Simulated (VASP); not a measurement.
# BaCa3O4 (Pm-3m) in VASP: single point with PBE

Aim: the single point of BaCa3O4 with PBE.

All numbers are computed with VASP 6.6.1; they aren't measurements. Logs are shortened: lines on timing, memory, paths and dates and some standing lists are left out, and cuts for length are marked.

### 1 The cell of the first run

Symmetry: Pm-3m, No. 221, cubic system. Conventional cell: a = 5.175 Å, b = 5.175 Å, c = 5.175 Å, α = 90.00°, β = 90.00°, γ = 90.00°. Within 3.4 Å of Ba (site symmetry m-3m) lie 6 O at 2.59 Å. Ca (site symmetry 4/mmm) has 6 O at 2.59 Å within 3.4 Å. O (site symmetry 4/mmm) has 2 Ba at 2.59 Å and 4 Ca at 2.59 Å within 3.4 Å. Within 3.4 Å of O (site symmetry m-3m) lie 6 Ca at 2.59 Å.

### 2 Single point, PBE

File INCAR:

```
ALGO = Normal
EDIFF = 1E-6
ENCUT = 1340
GGA = PE
GGA_COMPAT = F
ISIF = 2
ISMEAR = -1
LASPH = T
LCHARG = F
LREAL = F
LWAVE = F
NBANDS = 42
NELM = 120
PREC = Accurate
SIGMA = 0.05
```

File KPOINTS:

```
k-points
0
Gamma
  5 5 5
```

File POSCAR:

```
BaCa3O4
1.0
    5.1754674719      0.0000000000      0.0000000000
    0.0000000000      5.1754674719      0.0000000000
    0.0000000000      0.0000000000      5.1754674719
Ba Ca O
1 3 4
Direct
    0.5000000000      0.5000000000      0.5000000000
    0.5000000000      0.0000000000      0.0000000000
    0.0000000000      0.5000000000      0.0000000000
    0.0000000000      0.0000000000      0.5000000000
    0.0000000000      0.5000000000      0.5000000000
    0.5000000000      0.0000000000      0.5000000000
    0.5000000000      0.5000000000      0.0000000000
    0.0000000000      0.0000000000      0.0000000000
```

Potentials or basis: VASP PAW PBE potentials, release 64 (Ba_sv, Ca_sv, O_h).

Command:

```sh
$ cat potpaw_PBE.64/Ba_sv/POTCAR potpaw_PBE.64/Ca_sv/POTCAR potpaw_PBE.64/O_h/POTCAR > POTCAR
$ mpirun -np 1 vasp_std > vasp.out
```

OUTCAR:

```text
EDIFF = 1E-6
   ENCUT = 1340
   GGA = PE
   ISIF = 2
   ISMEAR = -1
   LASPH = T
   LREAL = F
   NELM = 120
   PREC = Accurate

 ion  position               nearest neighbor table
   1  0.500  0.500  0.500-   5 2.59   6 2.59   7 2.59   7 2.59   6 2.59   5 2.59   2 3.66   3 3.66
                             2 3.66   2 3.66   4 3.66   3 3.66   2 3.66   3 3.66   4 3.66   4 3.66
   2  0.500  0.000  0.000-   1 3.66   1 3.66   1 3.66   1 3.66
   3  0.000  0.500  0.000-   1 3.66   1 3.66   1 3.66   1 3.66
   4  0.000  0.000  0.500-   1 3.66   1 3.66   1 3.66   1 3.66
   5  0.000  0.500  0.500-   1 2.59   1 2.59
   6  0.500  0.000  0.500-   1 2.59   1 2.59
   7  0.500  0.500  0.000-   1 2.59   1 2.59
   8  0.000  0.000  0.000-

  LATTYP: Found a simple cubic cell.
 ALAT       =     5.1754674719

  Lattice vectors:

 A1 = (   5.1754674719,   0.0000000000,   0.0000000000)
 A2 = (   0.0000000000,   5.1754674719,   0.0000000000)
 A3 = (   0.0000000000,   0.0000000000,   5.1754674719)

Analysis of symmetry for initial positions (statically):
=====================================================================
 Subroutine PRICEL returns:
 Original cell was already a primitive cell.

 Routine SETGRP: Setting up the symmetry group for a
 simple cubic supercell.

 Subroutine GETGRP returns: Found 48 space group operations
 (whereof 48 operations were pure point group operations)
 out of a pool of 48 trial point group operations.

The static configuration has the point symmetry O_h .

Analysis of symmetry for dynamics (positions and initial velocities):
=====================================================================
 Subroutine PRICEL returns:
 Original cell was already a primitive cell.

 Routine SETGRP: Setting up the symmetry group for a
 simple cubic supercell.

 Subroutine GETGRP returns: Found 48 space group operations
 (whereof 48 operations were pure point group operations)
 out of a pool of 48 trial point group operations.

The dynamic configuration has the point symmetry O_h .

 Subroutine INISYM returns: Found 48 space group operations
 (whereof 48 operations are pure point group operations),
 and found     1 'primitive' translations

----------------------------------------------------------------------------------------

                                     Primitive cell

  volume of cell :     138.6273

  direct lattice vectors                    reciprocal lattice vectors
     5.175467472  0.000000000  0.000000000     0.193219261  0.000000000  0.000000000
     0.000000000  5.175467472  0.000000000     0.000000000  0.193219261  0.000000000
     0.000000000  0.000000000  5.175467472     0.000000000  0.000000000  0.193219261

  length of vectors
     5.175467472  5.175467472  5.175467472     0.193219261  0.193219261  0.193219261

  position of ions in fractional coordinates (direct lattice)
     0.500000000  0.500000000  0.500000000
     0.500000000  0.000000000  0.000000000
     0.000000000  0.500000000  0.000000000
     0.000000000  0.000000000  0.500000000
     0.000000000  0.500000000  0.500000000
     0.500000000  0.000000000  0.500000000
     0.500000000  0.500000000  0.000000000
     0.000000000  0.000000000  0.000000000

  ion indices of the primitive-cell ions
   primitive index   ion index
                 1           1
                 2           2
                 3           3
                 4           4
                 5           5
                 6           6
                 7           7
                 8           8

----------------------------------------------------------------------------------------

 KPOINTS: k-points

Automatic generation of k-mesh.
 Grid dimensions read from file:
 generate k-points for:    5    5    5

 Generating k-lattice:

  Cartesian coordinates                     Fractional coordinates (reciprocal lattice)
     0.038643852  0.000000000  0.000000000     0.200000000  0.000000000  0.000000000
     0.000000000  0.038643852  0.000000000     0.000000000  0.200000000  0.000000000
     0.000000000  0.000000000  0.038643852     0.000000000  0.000000000  0.200000000

  Length of vectors
     0.038643852  0.038643852  0.038643852

  Shift w.r.t. Gamma in fractional coordinates (k-lattice)
     0.000000000  0.000000000  0.000000000

 Subroutine IBZKPT returns following result:
 ===========================================

 Found     10 irreducible k-points:

 Following reciprocal coordinates:
            Coordinates               Weight
  0.000000  0.000000  0.000000      1.000000
  0.200000  0.000000  0.000000      6.000000
  0.400000  0.000000  0.000000      6.000000
  0.200000  0.200000  0.000000     12.000000
  0.400000  0.200000  0.000000     24.000000
  0.400000  0.400000  0.000000     12.000000
  0.200000  0.200000  0.200000      8.000000
  0.400000  0.200000  0.200000     24.000000
  0.400000  0.400000  0.200000     24.000000
  0.400000  0.400000  0.400000      8.000000
   k-points           NKPTS =     10   k-points in BZ     NKDIM =     10   number of bands    NBANDS=     42
   number of dos      NEDOS =    301   number of ions     NIONS =      8
   total plane-waves  NPLWV = 262144
   dimension x,y,z NGX =    64 NGY =   64 NGZ =   64
   dimension x,y,z NGXF=   128 NGYF=  128 NGZF=  128
   ions per type =               1   3   4
   NGX,Y,Z   is equivalent  to a cutoff of  20.56, 20.56, 20.56 a.u.
   NGXF,Y,Z  is equivalent  to a cutoff of  41.12, 41.12, 41.12 a.u.
 SYSTEM =  unknown system
   PREC   = accura    normal or accurate (medium, high low for compatibility)
   ISTART =      0    job   : 0-new  1-cont  2-samecut
   ICHARG =      2    charge: 1-file 2-atom 10-const
   ISPIN  =      1    spin polarized calculation?
   LNONCOLLINEAR =      F non collinear calculations
   LSORBIT =      F    spin-orbit coupling
   LASPH  =      T    aspherical Exc in radial PAW
   ENCUT  = 1340.0 eV  98.49 Ry    9.92 a.u.  15.45 15.45 15.45*2*pi/ulx,y,z
   NELM   =    120;   NELMIN=  2; NELMDL= -5     # of ELM steps
   EDIFF  = 0.1E-05   stopping-criterion for ELM
   LREAL  =      F    real-space projection
   EDIFFG = 0.1E-04   stopping-criterion for IOM
   NSW    =      0    number of steps for IOM
   IBRION =     -1    ionic relax: 0-MD 1-quasi-New 2-CG
   NFREE  =      0    steps in history (QN), initial steepest desc. (CG)
   ISIF   =      2    stress and relaxation
   ISYM   =      2    0-nonsym 1-usesym 2-fastsym
   POTIM  = 0.5000    time-step for ionic-motion
   TEBEG  =    0.0;   TEEND  =   0.0 temperature during run
   PSTRESS=    0.0 pullay stress
   NELECT =      64.0000    total number of electrons
   NUPDOWN=      -1.0000    fix difference up-down
   EMIN   =  10.00;   EMAX   =-10.00  energy-range for DOS
   EFERMI =   0.00;   METHOD = LEGACY
   ISMEAR =    -1;   SIGMA  =   0.05  broadening in eV -4-tet -1-fermi 0-gaus
   EFERMI_NEDOS =   21; number of points for ismear=-14 and -15
   IALGO  =     38    algorithm
   IMIX   =      4    mixing-type and parameters
     AMIX     =   0.40;   BMIX     =  1.00
     AMIX_MAG =   1.60;   BMIX_MAG =  1.00
  volume/ion in A,a.u.               =      17.33       116.94
  Fermi-wavevector in a.u.,A,eV,Ry     =   1.265276  2.391025 21.781881  1.600923
  Thomas-Fermi vector in A             =   2.398538
   LORBIT       =      0    0 simple, 1 ext, 2 COOP (PROOUT), +10 PAW based schemes
   GGA     = PE    functional components
   LHFCALC =     F    Hartree Fock is set to
   AEXX    =    0.0000 exact exchange contribution
   IVDW    =     0    specifies the selected vdW correction
   LEPSILON=     F    determine dielectric tensor
   LRPA    =     F    only Hartree local field effects (RPA)
 non-spin polarized calculation
  energy-cutoff  :     1340.00
  volume of cell :      138.63
 maximum number of plane-waves:     15515
 NGX is ok and might be reduce to    64
   NGX = 31   NGY = 31   NGZ = 31

 number of electron      64.0000003 magnetization

 Free energy of the ion-electron system (eV)
  ---------------------------------------------------
  ext. energy  EPLUGINS =         0.00000000
  ---------------------------------------------------
  free energy    TOTEN  =       -48.74907372 eV

  energy without entropy =      -48.74907372  energy(sigma->0) =      -48.74907372

 E-fermi :   3.7481     XC(G=0):  -9.7397

 val. band max:        2.5580283540   @ k =   0.0000   0.0000   0.0000
 cond. band min:       5.0290354049   @ k =   0.0000   0.0000   0.0000
 fundamental gap:      2.4710070509
 Fermi energy:         3.7481433218

 k-point     1 :       0.0000    0.0000    0.0000
  band No.  band energies     occupation
      1     -37.0099      2.00000
      2     -36.9736      2.00000
      3     -36.9736      2.00000
      4     -22.2672      2.00000
      5     -18.1209      2.00000
      6     -18.1209      2.00000
[... 34 lines left out ...]
     41       8.2029      0.00000
     42       8.3782      0.00000

 k-point     2 :       0.2000    0.0000    0.0000
  band No.  band energies     occupation
      1     -37.0067      2.00000
      2     -36.9765      2.00000
      3     -36.9735      2.00000
      4     -22.2627      2.00000
      5     -18.1163      2.00000
      6     -18.1100      2.00000
[... 34 lines left out ...]
     41       8.4185      0.00000
     42       8.4710      0.00000

 k-point     3 :       0.4000    0.0000    0.0000
  band No.  band energies     occupation
      1     -36.9995      2.00000
      2     -36.9835      2.00000
      3     -36.9734      2.00000
      4     -22.2556      2.00000
      5     -18.0907      2.00000
      6     -18.0871      2.00000
[... 267 lines left out ...]
      4     -22.2315      2.00000
      5     -18.2387      2.00000
      6     -18.1755      2.00000
[... 34 lines left out ...]
     41       8.3287      0.00000
     42       8.8236      0.00000

 k-point    10 :       0.4000    0.4000    0.4000
  band No.  band energies     occupation
      1     -36.9873      2.00000
      2     -36.9839      2.00000
      3     -36.9839      2.00000
      4     -22.2185      2.00000
      5     -18.2991      2.00000
      6     -18.1899      2.00000
[... 34 lines left out ...]
     41       8.6456      0.00000
     42       8.8529      0.00000

------------------------ aborting loop because EDIFF is reached ----------------------------------------

  FORCE on cell =-STRESS in cart. coord.  units (eV):
  Direction    XX          YY          ZZ          XY          YZ          ZX
  --------------------------------------------------------------------------------------
  -------------------------------------------------------------------------------------
  Total       -2.7339445     -2.7339445     -2.7339445     -0.0000000     -0.0000000     -0.0000000
  in kB      -31.5974131    -31.5974131    -31.5974131     -0.0000000     -0.0000000     -0.0000000
  external PRESSURE =     -31.5974131 kB  Pullay stress =       0.0000000 kB

 VOLUME and BASIS-vectors are now :
 -----------------------------------------------------------------------------
  energy-cutoff  :     1340.00
  volume of cell :      138.63
      direct lattice vectors                 reciprocal lattice vectors
     5.175467472  0.000000000  0.000000000     0.193219261  0.000000000  0.000000000
     0.000000000  5.175467472  0.000000000     0.000000000  0.193219261  0.000000000
     0.000000000  0.000000000  5.175467472     0.000000000  0.000000000  0.193219261

 POSITION                                       TOTAL-FORCE (eV/Angst)
 -----------------------------------------------------------------------------------
      2.58773      2.58773      2.58773         0.000000      0.000000      0.000000
      2.58773      0.00000      0.00000         0.000000      0.000000      0.000000
      0.00000      2.58773      0.00000         0.000000      0.000000      0.000000
      0.00000      0.00000      2.58773         0.000000      0.000000      0.000000
      0.00000      2.58773      2.58773         0.000000      0.000000      0.000000
      2.58773      0.00000      2.58773         0.000000      0.000000      0.000000
      2.58773      2.58773      0.00000         0.000000      0.000000      0.000000
      0.00000      0.00000      0.00000         0.000000      0.000000      0.000000
 -----------------------------------------------------------------------------------
    total drift:                                0.000000      0.000000      0.000000

  FREE ENERGIE OF THE ION-ELECTRON SYSTEM (eV)
  ---------------------------------------------------
  free  energy   TOTEN  =       -48.7490737171 eV

  energy  without entropy=      -48.7490737171  energy(sigma->0) =      -48.74907372
```

It took 3.9 min on 1 thread of Intel Xeon Platinum 8375C at 2.90GHz (Ice Lake), shared host; peak memory 0.67 GiB.

What came out:

```yaml
Free_energy: -48.7491 eV
Pressure: -3.2 GPa
Band_gap_on_the_k_mesh: 2.47 eV
```

Levels at points of the mesh, in eV from the valence-band top:
```tsv
k point	band 29	band 30	band 31	band 32	band 33	band 34	band 35	band 36
(0.00, 0.00, 0.00)	-0.97	0.00	0.00	0.00	2.47	2.47	2.47	2.65
```

Caveat: the cell stands under tension; spin-orbit coupling is left out, which moves the levels of the heavy elements; an odd mesh through Γ misses points on the zone boundary, where band edges can lie.
